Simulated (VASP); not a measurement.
# N in VASP: single point with PBE+D3(BJ)

Aim: the single point of N with PBE+D3(BJ).

Everything below comes from runs of VASP 6.6.1. Logs are shortened: lines on timing, memory, paths and dates and some standing lists are left out, and cuts for length are marked.

## (1) The cell of the first run

The cell holds a slab with vacuum, 8 atoms: a = 3.817 Å, b = 3.817 Å, c = 20.829 Å, α = 90.00°, β = 90.00°, γ = 60.00°.

## (2) Single point, PBE+D3(BJ) (the distance across one plane changed)

INCAR

```
SYSTEM = N
PREC = Accurate
ENCUT = 520
EDIFF = 1E-7
ISMEAR = 0
SIGMA = 0.05
LREAL = .False.
LASPH = .True.
NELM = 80
ALGO = Normal
ISIF = 2
LWAVE = .False.
LCHARG = .False.
GGA = PE
IVDW = 12
NBANDS = 30
```

KPOINTS

```
regular mesh
0
Gamma
  7 7 2
  0 0 0
```

POSCAR

```
N
1.0
   -3.8165516810      0.0000000000      0.0000000000
   -1.9082758405     -3.3052307106      0.0000000000
    0.0000000000      0.0000000000     20.8290392674
N
8
Direct
    0.3333333333      0.3333333333      0.6494048064
    0.3333333333      0.3333333333      0.2934344931
    0.3333333333      0.3333333333      0.5964912901
    0.3333333333      0.3333333333      0.2405209768
    0.6666666667      0.6666666667      0.1154493365
    0.6666666667      0.6666666667      0.4714196498
    0.6666666667      0.6666666667      0.0625358202
    0.6666666667      0.6666666667      0.4185061334
```

Potentials or basis: VASP PAW PBE potentials, release 64 (N).

Started as:

```sh
$ cat potpaw_PBE.64/N/POTCAR > POTCAR
$ mpirun -np 1 vasp_std > vasp.out
```

OUTCAR:

```text
SYSTEM = N
   PREC = Accurate
   ENCUT = 520
   EDIFF = 1E-7
   ISMEAR = 0
   LREAL = .False.
   LASPH = .True.
   NELM = 80
   ISIF = 2
   GGA = PE
   IVDW = 12
 IVDW          = 12

 ion  position               nearest neighbor table
   1  0.333  0.333  0.649-   3 1.10
   2  0.333  0.333  0.293-   4 1.10
   3  0.333  0.333  0.596-   1 1.10
   4  0.333  0.333  0.241-   2 1.10
   5  0.667  0.667  0.115-   7 1.10
   6  0.667  0.667  0.471-   8 1.10
   7  0.667  0.667  0.063-   5 1.10
   8  0.667  0.667  0.419-   6 1.10

  LATTYP: Found a hexagonal cell.
 ALAT       =     3.8165516810
 C/A-ratio  =     5.4575546222

  Lattice vectors:

 A1 = (   1.9082758405,   3.3052307106,   0.0000000000)
 A2 = (  -3.8165516810,   0.0000000000,   0.0000000000)
 A3 = (   0.0000000000,   0.0000000000,  20.8290392674)

Analysis of symmetry for initial positions (statically):
=====================================================================
 Subroutine PRICEL returns:
 Original cell was already a primitive cell.

 Routine SETGRP: Setting up the symmetry group for a
 hexagonal supercell.

 Subroutine GETGRP returns: Found 12 space group operations
 (whereof  6 operations were pure point group operations)
 out of a pool of 24 trial point group operations.

The static configuration has the point symmetry C_3v.
 The point group associated with its full space group is D_3d.

Analysis of symmetry for dynamics (positions and initial velocities):
=====================================================================
 Subroutine PRICEL returns:
 Original cell was already a primitive cell.

 Routine SETGRP: Setting up the symmetry group for a
 hexagonal supercell.

 Subroutine GETGRP returns: Found 12 space group operations
 (whereof  6 operations were pure point group operations)
 out of a pool of 24 trial point group operations.

The dynamic configuration has the point symmetry C_3v.
 The point group associated with its full space group is D_3d.

 Subroutine INISYM returns: Found 12 space group operations
 (whereof  6 operations are pure point group operations),
 and found     1 'primitive' translations
[... 95 lines left out ...]
   LASPH  =      T    aspherical Exc in radial PAW
   ENCUT  =  520.0 eV  38.22 Ry    6.18 a.u.   7.10  7.10 38.73*2*pi/ulx,y,z
   NELM   =     80;   NELMIN=  2; NELMDL= -5     # of ELM steps
   EDIFF  = 0.1E-06   stopping-criterion for ELM
   LREAL  =      F    real-space projection
   EDIFFG = 0.1E-05   stopping-criterion for IOM
   NSW    =      0    number of steps for IOM
   IBRION =     -1    ionic relax: 0-MD 1-quasi-New 2-CG
   NFREE  =      0    steps in history (QN), initial steepest desc. (CG)
   ISIF   =      2    stress and relaxation
   ISYM   =      2    0-nonsym 1-usesym 2-fastsym
   POTIM  = 0.5000    time-step for ionic-motion
   TEBEG  =    0.0;   TEEND  =   0.0 temperature during run
   PSTRESS=    0.0 pullay stress
   NELECT =      40.0000    total number of electrons
   NUPDOWN=      -1.0000    fix difference up-down
   EMIN   =  10.00;   EMAX   =-10.00  energy-range for DOS
   EFERMI =   0.00;   METHOD = LEGACY
   ISMEAR =     0;   SIGMA  =   0.05  broadening in eV -4-tet -1-fermi 0-gaus
   EFERMI_NEDOS =   21; number of points for ismear=-14 and -15
   IALGO  =     38    algorithm
   IMIX   =      4    mixing-type and parameters
     AMIX     =   0.40;   BMIX     =  1.00
     AMIX_MAG =   1.60;   BMIX_MAG =  1.00
  volume/ion in A,a.u.               =      32.84       221.64
  Fermi-wavevector in a.u.,A,eV,Ry     =   0.874140  1.651884 10.396483  0.764120
  Thomas-Fermi vector in A             =   1.993629
   LORBIT       =      0    0 simple, 1 ext, 2 COOP (PROOUT), +10 PAW based schemes
   GGA     = PE    functional components
   LHFCALC =     F    Hartree Fock is set to
   AEXX    =    0.0000 exact exchange contribution
   IVDW    =    12    specifies the selected vdW correction
   LEPSILON=     F    determine dielectric tensor
   LRPA    =     F    only Hartree local field effects (RPA)
 non-spin polarized calculation
 Gauss-broadening in eV      SIGMA  =   0.05
  energy-cutoff  :      520.00
  volume of cell :      262.75
 maximum number of plane-waves:      7114
   NGX = 15   NGY = 15   NGZ = 77

 number of electron      39.9999989 magnetization

 Free energy of the ion-electron system (eV)
  ---------------------------------------------------
  ext. energy  EPLUGINS =         0.00000000
  ---------------------------------------------------
  free energy    TOTEN  =       -66.56420297 eV

  energy without entropy =      -66.56420297  energy(sigma->0) =      -66.56420297

 E-fermi :  -7.3468     XC(G=0):  -4.8116

 val. band max:       -7.6301521247   @ k =   0.2857   0.1429   0.5000
 cond. band min:      -0.3834267366   @ k =  -0.4286   0.1429   0.0000
 fundamental gap:      7.2467253881
 Fermi energy:        -7.3468182037

 k-point     1 :       0.0000    0.0000    0.0000
  band No.  band energies     occupation
      1     -26.1212      2.00000
      2     -26.1151      2.00000
      3     -26.1085      2.00000
      4     -26.1042      2.00000
      5     -11.6076      2.00000
      6     -11.4366      2.00000
[... 517 lines left out ...]
     29       4.7777      0.00000
     30       4.8995      0.00000

------------------------ aborting loop because EDIFF is reached ----------------------------------------

 Edisp (eV)   -0.36518

 E8    (eV) :    -0.0873

  FORCE on cell =-STRESS in cart. coord.  units (eV):
  Direction    XX          YY          ZZ          XY          YZ          ZX
  --------------------------------------------------------------------------------------
  -------------------------------------------------------------------------------------
  Total      -0.25712    -0.25712     7.38990     0.00000     0.00000     0.00000
  in kB      -1.56787    -1.56787    45.06164     0.00000     0.00000     0.00000
  external pressure =       13.98 kB  Pullay stress =        0.00 kB

 VOLUME and BASIS-vectors are now :
 -----------------------------------------------------------------------------
  energy-cutoff  :      520.00
  volume of cell :      262.75
      direct lattice vectors                 reciprocal lattice vectors
    -3.816551681  0.000000000  0.000000000    -0.262016627  0.151275370  0.000000000
    -1.908275840 -3.305230711  0.000000000     0.000000000 -0.302550741  0.000000000
     0.000000000  0.000000000 20.829039267     0.000000000  0.000000000  0.048009896

 POSITION                                       TOTAL-FORCE (eV/Angst)
 -----------------------------------------------------------------------------------
     -1.90828     -1.10174     13.52648         0.000000      0.000000      1.754131
     -1.90828     -1.10174      6.11196         0.000000     -0.000000      1.739428
     -1.90828     -1.10174     12.42434        -0.000000      0.000000     -1.749282
     -1.90828     -1.10174      5.00982         0.000000     -0.000000     -1.737992
     -3.81655     -2.20349      2.40470         0.000000     -0.000000      1.749282
     -3.81655     -2.20349      9.81922        -0.000000     -0.000000      1.737992
     -3.81655     -2.20349      1.30256        -0.000000      0.000000     -1.754131
     -3.81655     -2.20349      8.71708         0.000000      0.000000     -1.739428
 -----------------------------------------------------------------------------------
    total drift:                                0.000000      0.000000      0.000002

  FREE ENERGIE OF THE ION-ELECTRON SYSTEM (eV)
  ---------------------------------------------------
  free  energy   TOTEN  =       -66.9293839991 eV

  energy  without entropy=      -66.9293839991  energy(sigma->0) =      -66.92938400
```

OSZICAR:

```text
N       E                     dE             d eps       ncg     rms          rms(c)
DAV:   1     0.304010633646E+03    0.30401E+03   -0.17043E+04   976   0.107E+03
DAV:   2    -0.306819649977E+02   -0.33469E+03   -0.32629E+03  1376   0.257E+02
DAV:   3    -0.693983171716E+02   -0.38716E+02   -0.38446E+02  1140   0.965E+01
[... 13 lines left out ...]
DAV:  17    -0.665641985418E+02   -0.47832E-05   -0.38125E-07  1072   0.256E-03    0.584E-04
DAV:  18    -0.665642015936E+02   -0.30518E-05   -0.27207E-07  1024   0.203E-03    0.204E-04
DAV:  19    -0.665642021362E+02   -0.54260E-06   -0.22071E-08   970   0.706E-04    0.122E-04
DAV:  20    -0.665642029310E+02   -0.79482E-06   -0.54488E-08   850   0.608E-04    0.373E-05
DAV:  21    -0.665642029652E+02   -0.34125E-07   -0.19429E-09   994   0.174E-04
   1 F= -.66929384E+02 E0= -.66929384E+02  d E =-.866911E-16
```

stdout:

```text
POSCAR found type information on POSCAR N
 POSCAR found :  1 types and       8 ions
 scaLAPACK will be used
 LDA part: xc-table for (Slater+PW92), standard interpolation
 POSCAR, INCAR and KPOINTS ok, starting setup
 FFT: planning ... GRIDC
 FFT: planning ... GRID_SOFT
 FFT: planning ... GRID
 WAVECAR not read
 entering main loop
```

Wall time 3.4 min (1 thread of Oxide Virtual Turin-like, shared host); peak memory 0.33 GiB.

What came out:

```
Free energy                : -66.9294 eV
Largest force              : 1.754 eV/Å
Band gap on the k mesh     : 7.25 eV (least direct gap 7.31 eV)
Dispersion energy per atom : -0.046 eV
```

Forces in eV/Å, atoms in the order of the input:
```
N    0.000  0.000  1.754
N    0.000  0.000  1.739
N    0.000  0.000 -1.749
N    0.000  0.000 -1.738
N    0.000  0.000  1.749
N    0.000  0.000  1.738
N    0.000  0.000 -1.754
N    0.000  0.000 -1.739
```

Caveat: the cell differs from its parent crystal (the distance across one plane changed); the standard files for N, O and F lose accuracy on very short bonds; there is no dipole correction, which matters where the two faces differ.
